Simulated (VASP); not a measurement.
A run of VASP 6.6.1 is set up as follows.

Contents of INCAR:

```
SYSTEM = Ga
PREC = Accurate ; ENCUT = 520
EDIFF = 1E-6 ; ISMEAR = -1
SIGMA = 0.1 ; LREAL = .FALSE.
LASPH = .TRUE. ; NELM = 80
ALGO = Normal ; ISIF = 2
LWAVE = .FALSE. ; LCHARG = .FALSE.
NBANDS = 26
```

The input KPOINTS:

```
Automatic mesh
0
G
  10 10 14
  0 0 0
```

File POSCAR:

```
Ga
1.0
    3.4823579060      0.0000000000      0.0000000000
   -1.7411789530      3.0158104117      0.0000000000
    0.0000000000      0.0000000000      2.0738021781
Ga
3
Direct
    0.0000000000      0.0000000000      0.0000000000
    0.3333333333      0.6666666667      0.5000000000
    0.6666666667      0.3333333333      0.5000000000
```

Potentials or basis: VASP PAW LDA potentials, release 64 (Ga_d).

Launch:

```console
$ cat potpaw_LDA.64/Ga_d/POTCAR > POTCAR
$ mpirun -np 1 vasp_std > vasp.out
```

**Question.** What does it give for the pressure?

**Answer.** 462.1 GPa.

Stress tensor (GPa, compression positive):
```
462.54   0.00   0.00
  0.00 462.54   0.00
  0.00   0.00 461.21
```
